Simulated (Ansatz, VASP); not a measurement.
# Two plane-wave programs on Hg3Pt

File INCAR:

```
SYSTEM = Hg3Pt
ALGO     = Normal         ! electronic algorithm
EDIFF    = 1E-6           ! SCF threshold, eV
ENCUT    = 520            ! plane-wave cutoff, eV
GGA      = PE             ! functional
ISIF     = 2              ! what is computed and relaxed
ISMEAR   = -1             ! smearing method
LASPH    = .TRUE.         ! aspherical terms in the spheres
LCHARG   = .FALSE.        ! write CHGCAR
LREAL    = .FALSE.        ! projectors in reciprocal space
LWAVE    = .FALSE.        ! write WAVECAR
NBANDS   = 31             ! bands
NELM     = 60             ! most SCF steps
PREC     = Accurate       ! precision mode
SIGMA    = 0.05           ! smearing width, eV
```

Contents of KPOINTS:

```
k-points
0
G
  6 6 6
  0 0 0
```

POSCAR

```
Hg3Pt
1.0
    4.2855081135      0.0000000000      0.0000000000
    0.0000000000      4.2855081135      0.0000000000
    0.0000000000      0.0000000000      4.2855081135
Hg Pt
3 1
Direct
    0.5000000000      0.5000000000      0.0000000000
    0.5000000000      0.0000000000      0.5000000000
    0.0000000000      0.5000000000      0.5000000000
    0.0000000000      0.0000000000      0.0000000000
```

input.yaml

```yaml
crystal:
  lattice:
    - [4.2855081135, 0.0, 0.0]
    - [0.0, 4.2855081135, 0.0]
    - [0.0, 0.0, 4.2855081135]
  atoms:
    - { symbol: Hg, position: [0.5, 0.5, 0.0] }
    - { symbol: Hg, position: [0.5, 0.0, 0.5] }
    - { symbol: Hg, position: [0.0, 0.5, 0.5] }
    - { symbol: Pt, position: [0.0, 0.0, 0.0] }
hamiltonian:
  xc: pbe
  pseudopotentials: { kind: paw }
kpoints:
  mp_grid: { grid: [6, 6, 6] }
scf:
  occupations: { method: fermi_dirac, width: 0.05 }
output:
  forces: true
  stress: true
  eigenvalues: true
```

Alike in both runs: task single point; functional PBE; k mesh 6 × 6 × 6; occupations fermi-dirac, width 0.05 eV; no spin polarisation.

|  | VASP | Ansatz |
| --- | --- | --- |
| version | VASP 6.6.1 | Ansatz 0.2.0 |
| potentials or method | VASP PAW PBE potentials, release 64 (Hg, Pt) | Ansatz PAW |
| plane-wave cutoff (eV) | 520 | 420 |
| valence electrons in the cell | 46 | 78 |

Ansatz gave:

| Property | Result |
| --- | --- |
| gap on the k mesh at the Fermi level (eV) | none |
| pressure (GPa) | 2.3 |

Which values does VASP return?

gap on the k mesh at the Fermi level (eV): none; pressure (GPa): 3.0.

A gap of «none» marks a metal or a gap that the smearing closes. The functional is the same, so the differences come from potentials, cutoffs and numerics. VASP's potentials hold 46 valence electrons a cell and Ansatz's 78, so a difference there can come from the potentials and not from the codes.

Spin-orbit coupling is off throughout.
